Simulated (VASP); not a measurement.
# Ru3C2 (P-3m1) in VASP: further runs, part 2 of 2

VASP 6.6.1. Earlier steps stand in the parts before.

## (3) Single point, PBE

This run uses another cell than the first one, of 11.21 Å³/atom, 1.061 times its volume.

The input, INCAR:

```
PREC = Accurate ; ENCUT = 520
EDIFF = 1E-7 ; ISMEAR = 0
SIGMA = 0.1 ; LREAL = F
LASPH = T ; NELM = 100
ALGO = Normal ; ISIF = 2
LWAVE = F ; LCHARG = T
GGA = PE ; LELF = T
LVHAR = T ; NBANDS = 33
```

The input, KPOINTS:

```
Automatic mesh
0
Gamma
  6 6 4
```

The input, POSCAR:

```
Ru3C2
1.0
    3.2289684808      0.0000000000      0.0000000000
   -1.6144842404      2.7963687324      0.0000000000
    0.0000000000      0.0000000000      6.2063787461
Ru C
3 2
Direct
    0.0000000000      0.0000000000      0.0000000000
    0.3333333333      0.6666666667      0.6737403940
    0.6666666667      0.3333333333      0.3262596060
    0.3333333333      0.6666666667      0.2197366410
    0.6666666667      0.3333333333      0.7802633590
```

Potentials or basis: VASP PAW PBE potentials, release 64 (Ru_pv, C).

Launch:

```console
cat potpaw_PBE.64/Ru_pv/POTCAR potpaw_PBE.64/C/POTCAR > POTCAR
mpirun -np 1 vasp_std > vasp.out
```

OUTCAR:

```text
PREC = Accurate
   ENCUT = 520
   EDIFF = 1E-7
   ISMEAR = 0
   LREAL = F
   LASPH = T
   NELM = 100
   ISIF = 2
   GGA = PE

 ion  position               nearest neighbor table
   1  0.000  0.000  0.000-   4 2.31   5 2.31   5 2.31   4 2.31   5 2.31   4 2.31   2 2.75   3 2.75
                             2 2.75   3 2.75   3 2.75   2 2.75
   2  0.333  0.667  0.674-   5 1.98   5 1.98   5 1.98   1 2.75   1 2.75   1 2.75   3 2.85   3 2.85
                             3 2.85
   3  0.667  0.333  0.326-   4 1.98   4 1.98   4 1.98   1 2.75   1 2.75   1 2.75   2 2.85   2 2.85
                             2 2.85
   4  0.333  0.667  0.220-   3 1.98   3 1.98   3 1.98   1 2.31   1 2.31   1 2.31
   5  0.667  0.333  0.780-   2 1.98   2 1.98   2 1.98   1 2.31   1 2.31   1 2.31

  LATTYP: Found a hexagonal cell.
 ALAT       =     3.2289684808
 C/A-ratio  =     1.9220933196

  Lattice vectors:

 A1 = (   3.2289684808,   0.0000000000,   0.0000000000)
 A2 = (  -1.6144842404,   2.7963687324,   0.0000000000)
 A3 = (   0.0000000000,   0.0000000000,   6.2063787461)

Analysis of symmetry for initial positions (statically):
=====================================================================
 Subroutine PRICEL returns:
 Original cell was already a primitive cell.

 Routine SETGRP: Setting up the symmetry group for a
 hexagonal supercell.

 Subroutine GETGRP returns: Found 12 space group operations
 (whereof 12 operations were pure point group operations)
 out of a pool of 24 trial point group operations.

The static configuration has the point symmetry D_3d.

Analysis of symmetry for dynamics (positions and initial velocities):
=====================================================================
 Subroutine PRICEL returns:
 Original cell was already a primitive cell.

 Routine SETGRP: Setting up the symmetry group for a
 hexagonal supercell.

 Subroutine GETGRP returns: Found 12 space group operations
 (whereof 12 operations were pure point group operations)
 out of a pool of 24 trial point group operations.

The dynamic configuration has the point symmetry D_3d.

 Subroutine INISYM returns: Found 12 space group operations
 (whereof 12 operations are pure point group operations),
 and found     1 'primitive' translations

----------------------------------------------------------------------------------------

                                     Primitive cell

  volume of cell :      56.0398

  direct lattice vectors                    reciprocal lattice vectors
     3.228968481  0.000000000  0.000000000     0.309696427  0.178803315  0.000000000
    -1.614484240  2.796368732  0.000000000     0.000000000  0.357606630  0.000000000
     0.000000000  0.000000000  6.206378746     0.000000000  0.000000000  0.161124553

  length of vectors
     3.228968481  3.228968481  6.206378746     0.357606630  0.357606630  0.161124553

  position of ions in fractional coordinates (direct lattice)
     0.000000000  0.000000000  0.000000000
     0.333333333  0.666666667  0.673740394
     0.666666667  0.333333333  0.326259606
     0.333333333  0.666666667  0.219736641
     0.666666667  0.333333333  0.780263359

  ion indices of the primitive-cell ions
   primitive index   ion index
                 1           1
[... 28 lines left out ...]

 Found     24 irreducible k-points:

 Following reciprocal coordinates:
            Coordinates               Weight
  0.000000  0.000000  0.000000      1.000000
  0.166667  0.000000  0.000000      6.000000
  0.333333  0.000000  0.000000      6.000000
  0.500000  0.000000  0.000000      3.000000
  0.166667  0.166667  0.000000      6.000000
  0.333333  0.166667  0.000000     12.000000
[... 16 lines left out ...]
  0.333333  0.166667  0.500000     12.000000
  0.333333  0.333333  0.500000      2.000000
   k-points           NKPTS =     24   k-points in BZ     NKDIM =     24   number of bands    NBANDS=     33
   number of dos      NEDOS =    301   number of ions     NIONS =      5
   total plane-waves  NPLWV =  27648
   dimension x,y,z NGX =    24 NGY =   24 NGZ =   48
   dimension x,y,z NGXF=    48 NGYF=   48 NGZF=   96
   ions per type =               3   2
   NGX,Y,Z   is equivalent  to a cutoff of  12.36, 12.36, 12.86 a.u.
   NGXF,Y,Z  is equivalent  to a cutoff of  24.71, 24.71, 25.71 a.u.
 SYSTEM =  unknown system
   PREC   = accura    normal or accurate (medium, high low for compatibility)
   ISTART =      0    job   : 0-new  1-cont  2-samecut
   ICHARG =      2    charge: 1-file 2-atom 10-const
   ISPIN  =      1    spin polarized calculation?
   LNONCOLLINEAR =      F non collinear calculations
   LSORBIT =      F    spin-orbit coupling
   LASPH  =      T    aspherical Exc in radial PAW
   ENCUT  =  520.0 eV  38.22 Ry    6.18 a.u.   6.00  6.00 11.54*2*pi/ulx,y,z
   NELM   =    100;   NELMIN=  2; NELMDL= -5     # of ELM steps
   EDIFF  = 0.1E-06   stopping-criterion for ELM
   LREAL  =      F    real-space projection
   EDIFFG = 0.1E-05   stopping-criterion for IOM
   NSW    =      0    number of steps for IOM
   IBRION =     -1    ionic relax: 0-MD 1-quasi-New 2-CG
   NFREE  =      0    steps in history (QN), initial steepest desc. (CG)
   ISIF   =      2    stress and relaxation
   ISYM   =      2    0-nonsym 1-usesym 2-fastsym
   POTIM  = 0.5000    time-step for ionic-motion
   TEBEG  =    0.0;   TEEND  =   0.0 temperature during run
   PSTRESS=    0.0 pullay stress
   NELECT =      50.0000    total number of electrons
   NUPDOWN=      -1.0000    fix difference up-down
   EMIN   =  10.00;   EMAX   =-10.00  energy-range for DOS
   EFERMI =   0.00;   METHOD = LEGACY
   ISMEAR =     0;   SIGMA  =   0.10  broadening in eV -4-tet -1-fermi 0-gaus
   EFERMI_NEDOS =   21; number of points for ismear=-14 and -15
   IALGO  =     38    algorithm
   IMIX   =      4    mixing-type and parameters
     AMIX     =   0.40;   BMIX     =  1.00
     AMIX_MAG =   1.60;   BMIX_MAG =  1.00
  volume/ion in A,a.u.               =      11.21        75.64
  Fermi-wavevector in a.u.,A,eV,Ry     =   1.576035  2.978275 33.795346  2.483888
  Thomas-Fermi vector in A             =   2.676929
   LORBIT       =      0    0 simple, 1 ext, 2 COOP (PROOUT), +10 PAW based schemes
   GGA     = PE    functional components
   LHFCALC =     F    Hartree Fock is set to
   AEXX    =    0.0000 exact exchange contribution
   IVDW    =     0    specifies the selected vdW correction
   LEPSILON=     F    determine dielectric tensor
   LRPA    =     F    only Hartree local field effects (RPA)
 non-spin polarized calculation
 Gauss-broadening in eV      SIGMA  =   0.10
  energy-cutoff  :      520.00
  volume of cell :       56.04
 maximum number of plane-waves:      1536
   NGX = 13   NGY = 13   NGZ = 23

 number of electron      49.9999989 magnetization

 Free energy of the ion-electron system (eV)
  ---------------------------------------------------
  ext. energy  EPLUGINS =         0.00000000
  ---------------------------------------------------
  free energy    TOTEN  =       -43.88852525 eV

  energy without entropy =      -43.87995547  energy(sigma->0) =      -43.88424036

 E-fermi :  11.4338     XC(G=0): -13.4351

 val. band max:       11.4205866244   @ k =   0.5000   0.0000   0.0000
 cond. band min:      11.5451826088   @ k =   0.5000   0.0000   0.0000
 fundamental gap:      0.1245959845
 Fermi energy:        11.4338183814

 k-point     1 :       0.0000    0.0000    0.0000
  band No.  band energies     occupation
      1     -31.8502      2.00000
      2     -31.7460      2.00000
      3     -31.7460      2.00000
      4     -31.7061      2.00000
      5     -31.7061      2.00000
      6     -31.6674      2.00000
[... 853 lines left out ...]
     32      14.6736      0.00000
     33      19.2639      0.00000

------------------------ aborting loop because EDIFF is reached ----------------------------------------

  FORCE on cell =-STRESS in cart. coord.  units (eV):
  Direction    XX          YY          ZZ          XY          YZ          ZX
  --------------------------------------------------------------------------------------
  -------------------------------------------------------------------------------------
  Total        0.1174324      0.1174324      0.0428590      0.0000000      0.0000000      0.0000000
  in kB        3.3573918      3.3573918      1.2253395      0.0000000      0.0000000      0.0000000
  external PRESSURE =       2.6467077 kB  Pullay stress =       0.0000000 kB

 VOLUME and BASIS-vectors are now :
 -----------------------------------------------------------------------------
  energy-cutoff  :      520.00
  volume of cell :       56.04
      direct lattice vectors                 reciprocal lattice vectors
     3.228968481  0.000000000  0.000000000     0.309696427  0.178803315  0.000000000
    -1.614484240  2.796368732  0.000000000     0.000000000  0.357606630  0.000000000
     0.000000000  0.000000000  6.206378746     0.000000000  0.000000000  0.161124553

 POSITION                                       TOTAL-FORCE (eV/Angst)
 -----------------------------------------------------------------------------------
      0.00000      0.00000      0.00000        -0.000000      0.000000      0.000000
     -0.00000      1.86425      4.18149        -0.000000     -0.000000     -0.025848
      1.61448      0.93212      2.02489         0.000000     -0.000000      0.025848
     -0.00000      1.86425      1.36377         0.000000      0.000000     -0.009482
      1.61448      0.93212      4.84261         0.000000     -0.000000      0.009482
 -----------------------------------------------------------------------------------
    total drift:                               -0.000000      0.000000      0.000000

  FREE ENERGIE OF THE ION-ELECTRON SYSTEM (eV)
  ---------------------------------------------------
  free  energy   TOTEN  =       -43.8885252494 eV

  energy  without entropy=      -43.8799554732  energy(sigma->0) =      -43.88424036
```

OSZICAR:

```text
N       E                     dE             d eps       ncg     rms          rms(c)
DAV:   1     0.545415302792E+03    0.54542E+03   -0.29262E+04  1584   0.161E+03
DAV:   2    -0.271158270192E+02   -0.57253E+03   -0.55255E+03  1784   0.491E+02
DAV:   3    -0.483715029857E+02   -0.21256E+02   -0.20769E+02  1789   0.969E+01
DAV:   4    -0.487798155116E+02   -0.40831E+00   -0.40622E+00  1775   0.125E+01
DAV:   5    -0.487890611768E+02   -0.92457E-02   -0.92419E-02  1865   0.175E+00    0.376E+01
DAV:   6    -0.446998707067E+02    0.40892E+01   -0.25894E+01  1865   0.368E+01    0.976E+00
DAV:   7    -0.449154748804E+02   -0.21560E+00   -0.72720E+00  1741   0.250E+01    0.132E+01
DAV:   8    -0.440198844461E+02    0.89559E+00   -0.52795E+00  1684   0.145E+01    0.844E+00
DAV:   9    -0.438947667692E+02    0.12512E+00   -0.36910E-01  1656   0.564E+00    0.816E-01
DAV:  10    -0.438883716312E+02    0.63951E-02   -0.33922E-02  1895   0.139E+00    0.238E-01
DAV:  11    -0.438885283811E+02   -0.15675E-03   -0.18744E-03  1754   0.320E-01    0.704E-02
DAV:  12    -0.438885264243E+02    0.19569E-05   -0.10509E-04  1826   0.895E-02    0.181E-02
DAV:  13    -0.438885250093E+02    0.14150E-05   -0.92624E-06  2043   0.274E-02    0.602E-03
DAV:  14    -0.438885252559E+02   -0.24661E-06   -0.72474E-07  1701   0.669E-03    0.138E-03
DAV:  15    -0.438885252494E+02    0.64965E-08   -0.45660E-08   858   0.218E-03
   1 F= -.43888525E+02 E0= -.43884240E+02  d E =-.856978E-02
```

stdout:

```text
POSCAR found type information on POSCAR RuC
 POSCAR found :  2 types and       5 ions
 scaLAPACK will be used
 LDA part: xc-table for (Slater+PW92), standard interpolation
 POSCAR, INCAR and KPOINTS ok, starting setup
 FFT: planning ... GRIDC
 FFT: planning ... GRID_SOFT
 FFT: planning ... GRID
 WAVECAR not read
 entering main loop
```

Wall time 30 s (1 thread of Intel Xeon Platinum 8488C (Sapphire Rapids), shared host); peak memory 0.18 GiB.

Results:

| Item | Value |
| --- | --- |
| Free energy | -43.8885 eV |
| Pressure | 0.3 GPa |
| Largest force | 0.026 eV/Å |
| Band gap on the k mesh | zero (band 25 reaches 11.77 eV, above the bottom of band 26 at 11.00 eV) |

Forces in eV/Å, atoms in the order of the input:
```
Ru   0.000  0.000  0.000
Ru   0.000  0.000 -0.026
Ru   0.000  0.000  0.026
C    0.000  0.000 -0.009
C    0.000  0.000  0.009
```

Caveat: the k points lie up to 0.37 Å⁻¹ apart.

## (4) Single point, PBE

This run uses another cell than the first one, of 11.20 Å³/atom, 1.060 times its volume.

The input, INCAR:

```
SYSTEM = Ru3C2
  PREC = Accurate
  ENCUT = 520
  EDIFF = 1E-6
  ISMEAR = 0
  SIGMA = 0.1
  LREAL = .False.
  LASPH = .True.
  NELM = 100
  ALGO = Normal
  ISIF = 2
  LWAVE = .False.
  LCHARG = .False.
  GGA = PE
  NBANDS = 33
```

The input, KPOINTS:

```
regular mesh
0
Gamma
  12 12 6
  0 0 0
```

The input, POSCAR:

```
Ru3C2
1.0
    3.2261014210      0.0000000000      0.0000000000
   -1.6130507105      2.7938857857      0.0000000000
    0.0000000000      0.0000000000      6.2117253168
Ru C
3 2
Direct
    0.0000000000      0.0000000000      0.0000000000
    0.3333333333      0.6666666667      0.6735783794
    0.6666666667      0.3333333333      0.3264216206
    0.3333333333      0.6666666667      0.2182655753
    0.6666666667      0.3333333333      0.7817344247
```

Launch:

```console
cat potpaw_PBE.64/Ru_pv/POTCAR potpaw_PBE.64/C/POTCAR > POTCAR
mpirun -np 1 vasp_std > vasp.out
```

Run time: 1.7 min. Hardware: 1 thread of Intel Xeon Platinum 8488C (Sapphire Rapids), shared host; peak memory 0.27 GiB.

Results (log left out):

```yaml
Free_energy: -43.8890 eV
Pressure: 0.3 GPa
Largest_force: 0.028 eV/Å
Band_gap_on_the_k_mesh: zero (band 25 reaches 11.98 eV, above the bottom of band 26 at 11.00 eV)
```

Forces in eV/Å, atoms in the order of the input:
```
Ru   0.000  0.000  0.000
Ru   0.000  0.000 -0.028
Ru   0.000  0.000  0.028
C    0.000  0.000 -0.011
C    0.000  0.000  0.011
```

Stress tensor (GPa, compression positive):
```
0.36 0.00 0.00
0.00 0.36 0.00
0.00 0.00 0.11
```

Levels at points of the mesh, in eV from the Fermi level:
```
           k point  band 22  band 23  band 24  band 25  band 26  band 27  band 28  band 29
(0.00, 0.00, 0.00)    -1.20    -1.20    -0.96    -0.96    -0.43    -0.43     2.41     3.41
(0.50, 0.00, 0.00)    -1.72    -1.03    -0.65     0.03     0.13     1.15     1.25     1.69
(0.00, 0.00, 0.50)    -2.15    -2.04    -1.58    -1.58     0.86     0.86     3.14     4.06
(0.50, 0.00, 0.50)    -1.12    -0.82    -0.79    -0.66    -0.18     0.68     1.46     2.56
```

## (5) Overview

```csv
cell,k mesh,gap on the mesh (eV),pressure (GPa),largest force (eV/Å)
"a = 3.398, b = 3.398, c = 5.286 Å, angles 90.0, 90.0, 120.0°, 5 atoms",6 × 6 × 4,none,18.7,3.00
"a = 3.229, b = 3.229, c = 6.206 Å, angles 90.0, 90.0, 120.0°, 5 atoms",6 × 6 × 4,none,0.3,0.03
"a = 3.226, b = 3.226, c = 6.212 Å, angles 90.0, 90.0, 120.0°, 5 atoms",12 × 12 × 6,none,0.3,0.03
```

Alike in all rows: task single point; level PBE; potentials or basis VASP PAW PBE potentials, release 64 (Ru_pv, C); no spin polarisation; cutoff (eV) 520; smearing gaussian 0.1 eV.

Caveats: some runs use coarse meshes; forces of over 1 eV/Å act on the atoms, so gaps and moduli don't describe the material at rest (some runs).

Total energies depend on the potentials used, so only differences within one code and one set of settings carry meaning.
